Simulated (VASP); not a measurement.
# Yb (I4/mmm) in VASP: notebook

Runs on Yb. Level: PBE. Tasks: single point.

Everything below comes from runs of VASP 6.6.1. Logs are shortened: lines on timing, memory, paths and dates and some standing lists are left out, and cuts for length are marked.

**1. The cell of the first run**

It takes space group I4/mmm (No. 139, tetragonal). Conventional cell: a = 3.694 Å, b = 3.694 Å, c = 5.080 Å, α = 90.00°, β = 90.00°, γ = 90.00°. Yb (site symmetry 4/mmm) has 12 Yb at 3.64 to 3.69 Å within 4.8 Å.

**2. Single point, PBE (engineering shear strain xz +0.0000, normal strain along z -0.0275)**

The input, INCAR:

```
PREC     = Accurate       # precision mode
ENCUT    = 520            # plane-wave cutoff, eV
EDIFF    = 1E-6           # SCF threshold, eV
ISMEAR   = 0              # smearing method
SIGMA    = 0.15           # smearing width, eV
LREAL    = F              # projectors in reciprocal space
LASPH    = T              # aspherical terms in the spheres
NELM     = 60             # most SCF steps
ALGO     = Fast           # electronic algorithm
ISIF     = 2              # what is computed and relaxed
LWAVE    = F              # write WAVECAR
LCHARG   = F              # write CHGCAR
GGA      = PE             # functional
NBANDS   = 18             # bands
```

The input, KPOINTS:

```
regular mesh
0
Gamma
  14 14 14
```

The input, POSCAR:

```
Yb
1.0
    0.0000000000      2.6117894455      2.5399652357
    2.6117894455      0.0000000000      2.5399652357
    2.6117894455      2.6117894455      0.0000000000
Yb
1
Direct
    0.0000000000      0.0000000000      0.0000000000
```

Potentials or basis: VASP PAW PBE potentials, release 64 (Yb).

Launch:

```sh
$ cat potpaw_PBE.64/Yb/POTCAR > POTCAR
$ mpirun -np 1 vasp_std > vasp.out
```

OUTCAR:

```text
PREC = Accurate
   ENCUT = 520
   EDIFF = 1E-6
   ISMEAR = 0
   LREAL = F
   LASPH = T
   NELM = 60
   ISIF = 2
   GGA = PE

 ion  position               nearest neighbor table
   1  0.000  0.000  0.000-

  LATTYP: Found a body centered tetragonal cell.
 ALAT       =     3.6936280559
 C/A-ratio  =     1.3753226894

  Lattice vectors:

 A1 = (   0.0000000000,  -2.6117894455,  -2.5399652357)
 A2 = (   0.0000000000,   2.6117894455,  -2.5399652357)
 A3 = (   2.6117894455,   0.0000000000,   2.5399652357)

Analysis of symmetry for initial positions (statically):
=====================================================================
 Subroutine PRICEL returns:
 Original cell was already a primitive cell.

 Routine SETGRP: Setting up the symmetry group for a
 body centered tetragonal supercell.

 Subroutine GETGRP returns: Found 16 space group operations
 (whereof 16 operations were pure point group operations)
 out of a pool of 16 trial point group operations.

The static configuration has the point symmetry D_4h.

Analysis of symmetry for dynamics (positions and initial velocities):
=====================================================================
 Subroutine PRICEL returns:
 Original cell was already a primitive cell.

 Routine SETGRP: Setting up the symmetry group for a
 body centered tetragonal supercell.

 Subroutine GETGRP returns: Found 16 space group operations
 (whereof 16 operations were pure point group operations)
 out of a pool of 16 trial point group operations.

The dynamic configuration has the point symmetry D_4h.

 Subroutine INISYM returns: Found 16 space group operations
 (whereof 16 operations are pure point group operations),
 and found     1 'primitive' translations

----------------------------------------------------------------------------------------

                                     Primitive cell

  volume of cell :      34.6525

  direct lattice vectors                    reciprocal lattice vectors
     0.000000000  2.611789445  2.539965236    -0.191439628  0.191439628  0.196853088
     2.611789445  0.000000000  2.539965236     0.191439628 -0.191439628  0.196853088
     2.611789445  2.611789445  0.000000000     0.191439628  0.191439628 -0.196853088

  length of vectors
     3.643194684  3.643194684  3.693628056     0.334737809  0.334737809  0.334737809

  position of ions in fractional coordinates (direct lattice)
     0.000000000  0.000000000  0.000000000

  ion indices of the primitive-cell ions
   primitive index   ion index
                 1           1

----------------------------------------------------------------------------------------

 KPOINTS: regular mesh

Automatic generation of k-mesh.
 Grid dimensions read from file:
 generate k-points for:   14   14   14

 Generating k-lattice:

  Cartesian coordinates                     Fractional coordinates (reciprocal lattice)
    -0.013674259  0.013674259  0.014060935     0.071428571  0.000000000  0.000000000
     0.013674259 -0.013674259  0.014060935     0.000000000  0.071428571  0.000000000
     0.013674259  0.013674259 -0.014060935     0.000000000  0.000000000  0.071428571

  Length of vectors
     0.023909843  0.023909843  0.023909843

  Shift w.r.t. Gamma in fractional coordinates (k-lattice)
     0.000000000  0.000000000  0.000000000

 Subroutine IBZKPT returns following result:
 ===========================================

 Found    244 irreducible k-points:

 Following reciprocal coordinates:
            Coordinates               Weight
  0.000000  0.000000  0.000000      1.000000
  0.071429  0.000000  0.000000      8.000000
  0.142857  0.000000  0.000000      8.000000
  0.214286 -0.000000  0.000000      8.000000
  0.285714 -0.000000  0.000000      8.000000
  0.357143  0.000000  0.000000      8.000000
[... 16 lines left out ...]
  0.214286  0.142857  0.000000      8.000000
  0.285714  0.142857  0.000000      8.000000
 [... further k-points ...]
   k-points           NKPTS =    244   k-points in BZ     NKDIM =    244   number of bands    NBANDS=     18
   number of dos      NEDOS =    301   number of ions     NIONS =      1
   total plane-waves  NPLWV =  21952
   dimension x,y,z NGX =    28 NGY =   28 NGZ =   28
   dimension x,y,z NGXF=    56 NGYF=   56 NGZF=   56
   ions per type =               1
   NGX,Y,Z   is equivalent  to a cutoff of  12.78, 12.78, 12.60 a.u.
   NGXF,Y,Z  is equivalent  to a cutoff of  25.55, 25.55, 25.20 a.u.
 SYSTEM =  unknown system
   PREC   = accura    normal or accurate (medium, high low for compatibility)
   ISTART =      0    job   : 0-new  1-cont  2-samecut
   ICHARG =      2    charge: 1-file 2-atom 10-const
   ISPIN  =      1    spin polarized calculation?
   LNONCOLLINEAR =      F non collinear calculations
   LSORBIT =      F    spin-orbit coupling
   LASPH  =      T    aspherical Exc in radial PAW
   ENCUT  =  520.0 eV  38.22 Ry    6.18 a.u.   6.77  6.77  6.87*2*pi/ulx,y,z
   NELM   =     60;   NELMIN=  2; NELMDL= -5     # of ELM steps
   EDIFF  = 0.1E-05   stopping-criterion for ELM
   LREAL  =      F    real-space projection
   EDIFFG = 0.1E-04   stopping-criterion for IOM
   NSW    =      0    number of steps for IOM
   IBRION =     -1    ionic relax: 0-MD 1-quasi-New 2-CG
   NFREE  =      0    steps in history (QN), initial steepest desc. (CG)
   ISIF   =      2    stress and relaxation
   ISYM   =      2    0-nonsym 1-usesym 2-fastsym
   POTIM  = 0.5000    time-step for ionic-motion
   TEBEG  =    0.0;   TEEND  =   0.0 temperature during run
   PSTRESS=    0.0 pullay stress
   NELECT =      24.0000    total number of electrons
   NUPDOWN=      -1.0000    fix difference up-down
   EMIN   =  10.00;   EMAX   =-10.00  energy-range for DOS
   EFERMI =   0.00;   METHOD = LEGACY
   ISMEAR =     0;   SIGMA  =   0.15  broadening in eV -4-tet -1-fermi 0-gaus
   EFERMI_NEDOS =   21; number of points for ismear=-14 and -15
   IALGO  =     68    algorithm
   IMIX   =      4    mixing-type and parameters
     AMIX     =   0.40;   BMIX     =  1.00
     AMIX_MAG =   1.60;   BMIX_MAG =  1.00
  volume/ion in A,a.u.               =      34.65       233.85
  Fermi-wavevector in a.u.,A,eV,Ry     =   1.448440  2.737155 28.544734  2.097979
  Thomas-Fermi vector in A             =   2.566281
   LORBIT       =      0    0 simple, 1 ext, 2 COOP (PROOUT), +10 PAW based schemes
   GGA     = PE    functional components
   LHFCALC =     F    Hartree Fock is set to
   AEXX    =    0.0000 exact exchange contribution
   IVDW    =     0    specifies the selected vdW correction
   LEPSILON=     F    determine dielectric tensor
   LRPA    =     F    only Hartree local field effects (RPA)
 non-spin polarized calculation
 RMM-DIIS sequential band-by-band and
 Gauss-broadening in eV      SIGMA  =   0.15
  energy-cutoff  :      520.00
  volume of cell :       34.65
 maximum number of plane-waves:       950
   NGX = 13   NGY = 13   NGZ = 13

 number of electron      24.0000010 magnetization

 Free energy of the ion-electron system (eV)
  ---------------------------------------------------
  ext. energy  EPLUGINS =         0.00000000
  ---------------------------------------------------
  free energy    TOTEN  =        -3.57210514 eV

  energy without entropy =       -3.55773757  energy(sigma->0) =       -3.56492136

 E-fermi :   1.7200     XC(G=0):  -9.6023

 val. band max:        1.7001200125   @ k =  -0.2857   0.1429   0.4286
 cond. band min:       1.7225241019   @ k =  -0.2857   0.2143   0.4286
 fundamental gap:      0.0224040894
 Fermi energy:         1.7200207426

 k-point     1 :       0.0000    0.0000    0.0000
  band No.  band energies     occupation
      1     -49.9958      2.00000
      2     -22.1600      2.00000
      3     -22.1600      2.00000
      4     -22.1590      2.00000
      5      -3.5453      2.00000
      6       1.2138      2.00000
[... 10 lines left out ...]
     17       6.9675      0.00000
     18      11.3856      0.00000

 k-point     2 :       0.0714    0.0000    0.0000
  band No.  band energies     occupation
      1     -49.9949      2.00000
      2     -22.1795      2.00000
      3     -22.1630      2.00000
      4     -22.1615      2.00000
      5      -3.4219      2.00000
      6       1.2149      2.00000
[... 10 lines left out ...]
     17       6.8793      0.00000
     18      11.7574      0.00000

 k-point     3 :       0.1429    0.0000    0.0000
  band No.  band energies     occupation
      1     -49.9921      2.00000
      2     -22.2345      2.00000
      3     -22.1713      2.00000
      4     -22.1677      2.00000
      5      -3.0626      2.00000
      6       1.2187      2.00000
[... 10 lines left out ...]
     17       6.7068      0.00000
     18      12.1798      0.00000

 k-point     4 :       0.2143   -0.0000    0.0000
  band No.  band energies     occupation
      1     -49.9882      2.00000
      2     -22.3129      2.00000
      3     -22.1833      2.00000
      4     -22.1766      2.00000
      5      -2.5013      2.00000
      6       1.2262      2.00000
[... 10 lines left out ...]
     17       6.6847      0.00000
     18      11.4365      0.00000

 k-point     5 :       0.2857   -0.0000    0.0000
  band No.  band energies     occupation
      1     -49.9838      2.00000
      2     -22.3982      2.00000
      3     -22.1965      2.00000
      4     -22.1865      2.00000
      5      -1.7991      2.00000
      6       1.2378      1.99999
[... 10 lines left out ...]
     17       7.0006      0.00000
     18      10.6756      0.00000

 k-point     6 :       0.3571    0.0000    0.0000
  band No.  band energies     occupation
      1     -49.9799      2.00000
      2     -22.4736      2.00000
      3     -22.2084      2.00000
      4     -22.1953      2.00000
      5      -1.0567      2.00000
      6       1.2491      1.99999
[... 307 lines left out ...]
 k-point    21 :      -0.0714    0.0714    0.0000
  band No.  band energies     occupation
      1     -49.9934      2.00000
      2     -22.2043      2.00000
      3     -22.1736      2.00000
      4     -22.1645      2.00000
      5      -3.2255      2.00000
      6       1.2173      2.00000
[... 10 lines left out ...]
     17       6.9070      0.00000
     18      12.1583      0.00000

 k-point    22 :       0.1429    0.1429    0.0000
  band No.  band energies     occupation
      1     -49.9906      2.00000
      2     -22.2330      2.00000
      3     -22.1887      2.00000
      4     -22.1887      2.00000
      5      -2.8787      2.00000
      6       1.2192      2.00000
[... 10 lines left out ...]
     17       6.9112      0.00000
     18      13.0124      0.00000

 k-point    23 :       0.2143    0.1429    0.0000
  band No.  band energies     occupation
      1     -49.9875      2.00000
      2     -22.2857      2.00000
      3     -22.2031      2.00000
      4     -22.1977      2.00000
      5      -2.4525      2.00000
      6       1.2242      2.00000
[... 10 lines left out ...]
     17       7.0679      0.00000
     18      13.6626      0.00000

 k-point    24 :       0.2857    0.1429    0.0000
  band No.  band energies     occupation
      1     -49.9836      2.00000
      2     -22.3573      2.00000
      3     -22.2176      2.00000
      4     -22.2073      2.00000
      5      -1.8479      2.00000
      6       1.2338      2.00000
[... 10 lines left out ...]
     17       7.3875      0.00000
     18      11.9408      0.00000

 [... further k-points ...]
[... 5 lines left out ...]
  --------------------------------------------------------------------------------------
  -------------------------------------------------------------------------------------
  Total        0.1378719      0.1378719      0.1734006      0.0000000      0.0000000     -0.0000000
  in kB        6.3745899      6.3745899      8.0172785      0.0000000      0.0000000     -0.0000000
  external PRESSURE =       6.9221528 kB  Pullay stress =       0.0000000 kB

 VOLUME and BASIS-vectors are now :
 -----------------------------------------------------------------------------
  energy-cutoff  :      520.00
  volume of cell :       34.65
      direct lattice vectors                 reciprocal lattice vectors
     0.000000000  2.611789445  2.539965236    -0.191439628  0.191439628  0.196853088
     2.611789445  0.000000000  2.539965236     0.191439628 -0.191439628  0.196853088
     2.611789445  2.611789445  0.000000000     0.191439628  0.191439628 -0.196853088

 POSITION                                       TOTAL-FORCE (eV/Angst)
 -----------------------------------------------------------------------------------
      0.00000      0.00000      0.00000         0.000000      0.000000      0.000000
 -----------------------------------------------------------------------------------
    total drift:                               -0.000000     -0.000000     -0.000000

  FREE ENERGIE OF THE ION-ELECTRON SYSTEM (eV)
  ---------------------------------------------------
  free  energy   TOTEN  =        -3.5721051407 eV

  energy  without entropy=       -3.5577375745  energy(sigma->0) =       -3.56492136
```

Wall time 5.4 min (1 thread of Intel Xeon Platinum 8488C (Sapphire Rapids), shared host); peak memory 0.29 GiB.

What came out:

```yaml
Free_energy: -3.5721 eV
Pressure: 0.7 GPa
Band_gap_on_the_k_mesh: zero (band 12 reaches 1.72 eV, above the bottom of band 13 at 1.68 eV)
```

Stress tensor (GPa, compression positive):
```
0.64 0.00 0.00
0.00 0.64 0.00
0.00 0.00 0.80
```

Levels at points of the mesh, in eV from the Fermi level:
```
           k point  band 8  band 9  band 10  band 11  band 12  band 13  band 14  band 15  band 16  band 17
(0.00, 0.00, 0.00)   -0.41   -0.40    -0.30    -0.30    -0.30     2.81     2.81     3.02     4.90     5.25
(0.50, 0.00, 0.00)   -0.42   -0.41    -0.32    -0.32    -0.30     0.44     2.51     2.79     6.65     7.03
(0.50, 0.50, 0.00)   -0.41   -0.40    -0.34    -0.33    -0.33    -0.04     2.07     6.73     7.20     7.41
(0.50, 0.00, 0.50)   -0.41   -0.40    -0.34    -0.33    -0.33     0.05     1.73     6.70     7.10     7.57
```

Caveat: the cell differs from its parent crystal (engineering shear strain xz +0.0000, normal strain along z -0.0275); spin-orbit coupling is left out, which moves the levels of the heavy elements. Spin polarisation is off, so any magnetic state and its effect on volume and gap are missing.

(Continued in part 2 of 2.)
